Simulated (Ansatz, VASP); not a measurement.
# One calculation of Al16Au, two programs

```
Al Au
1.0
     5.63242    0.00000    0.00000
     0.00000    7.96545    0.00000
     0.00000    0.00000   21.22935
Al Au
16 1
Cartesian
  1.4081 1.9914 4.0000
  1.4081 5.9741 4.0000
  4.2243 1.9914 4.0000
  4.2243 5.9741 4.0000
  0.0000 0.0000 5.4081
  0.0000 3.9827 5.4081
  2.8162 0.0000 5.4081
  2.8162 3.9827 5.4081
  1.4081 1.9914 6.8803
  1.4081 5.9741 6.8803
  4.2243 1.9914 6.8803
  4.2243 5.9741 6.8803
  0.0000 0.0000 8.2294
  0.0000 3.9827 8.2294
  2.8162 0.0000 8.2294
  2.8162 3.9827 8.2294
  0.4694 1.4935 11.2294
```

Alike in both runs: task single point; functional PBE; dispersion D3(BJ); k mesh 5 × 4 × 1; occupations gaussian, width 0.1 eV; no spin polarisation.

```csv
,VASP,Ansatz
version,VASP 6.6.1,Ansatz 0.2.0
potentials or method,"VASP PAW PBE potentials, release 64 (Al, Au), cutoff 520 eV","scalar-relativistic, plane waves, PAW"
valence electrons in the cell,59,67
```

```tsv
	VASP	Ansatz	Ansatz less VASP
gap on the k mesh at the Fermi level (eV)	none	none	-
rms of the force components (eV/Å)	0.257	0.257	+0.0002
```

Atom by atom the forces differ by 0.002 eV/Å (rms over components). A gap of «none» marks a metal or a gap that the smearing closes. VASP's potentials hold 59 valence electrons a cell and Ansatz's 67, so a difference there can come from the potentials and not from the codes.

Neither program's run includes spin-orbit coupling.
